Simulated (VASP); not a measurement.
Input of a VASP 6.6.1 run:

The input INCAR:

```
SYSTEM = Ga
PREC = Accurate
ENCUT = 520
EDIFF = 1E-6
ISMEAR = -1
SIGMA = 0.05
LREAL = .False.
LASPH = .True.
NELM = 60
ALGO = Fast
ISIF = 2
LWAVE = .False.
LCHARG = .False.
GGA = PE
NBANDS = 34
```

Contents of KPOINTS:

```
Automatic mesh
0
Gamma
  7 7 6
  0 0 0
```

POSCAR

```
Ga
1.0
    2.2615000000     -3.8305000000      0.0000000000
    2.2615000000      3.8305000000      0.0000000000
    0.0000000000      0.0000000000      4.5240000000
Ga
4
Direct
    0.3575740000      0.6498150000      0.4138550000
    0.1433230000      0.8385800000      0.9163590000
    0.6559530000      0.3461020000      0.5984340000
    0.8513050000      0.1627760000      0.0864020000
```

Potentials or basis: VASP PAW PBE potentials, release 64 (Ga_d).

The run is started by

```sh
$ cat potpaw_PBE.64/Ga_d/POTCAR > POTCAR
$ mpirun -np 1 vasp_std > vasp.out
```

(1) Estimate the largest force.

(2) Estimate the band gap on the k mesh.

(3) What does it give for the pressure?

Results:

(1) 0.460 eV/Å.

(2) zero (band 26 reaches 5.52 eV, above the bottom of band 27 at 4.09 eV).

(3) 1.8 GPa.

Caveat: the cell differs from its parent crystal (atoms moved at random).
